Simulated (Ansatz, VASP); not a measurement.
# AlN: VASP beside Ansatz

```
Al N
1.0
     3.11200    0.00000    0.00000
    -1.55600    2.69507    0.00000
     0.00000    0.00000    4.98200
Al N
2 2
Direct
  0.33333 0.66667 0.00000
  0.66667 0.33333 0.50000
  0.33333 0.66667 0.38200
  0.66667 0.33333 0.88200
```

Alike in both runs: task relaxation of cell and atoms; functional PBEsol; k mesh 9 × 9 × 6; occupations gaussian, width 0.02 eV; no spin polarisation.

|  | VASP | Ansatz |
| --- | --- | --- |
| version | VASP 6.6.1 | Ansatz 0.2.0 |
| potentials or method | VASP PAW PBE potentials, release 64 (Al, N), cutoff 600 eV | scalar-relativistic, plane waves, PAW |
| valence electrons in the cell | 16 | 16 |

Ansatz gave:

| Item | Value |
| --- | --- |
| gap on the k mesh at the Fermi level, each at its own relaxed structure (eV) | 4.10 |
| relaxed volume (Å³/atom) | 10.46 |
| relaxed cell length with the largest relative difference (Å) | 3.114 |

Task: Which values does VASP return?

Result: gap on the k mesh at the Fermi level, each at its own relaxed structure (eV): 4.12; relaxed volume (Å³/atom): 10.45; relaxed cell length with the largest relative difference (Å): 3.113.

VASP's potentials were made for PBE, not for PBEsol, and Ansatz warns of the same on its side.
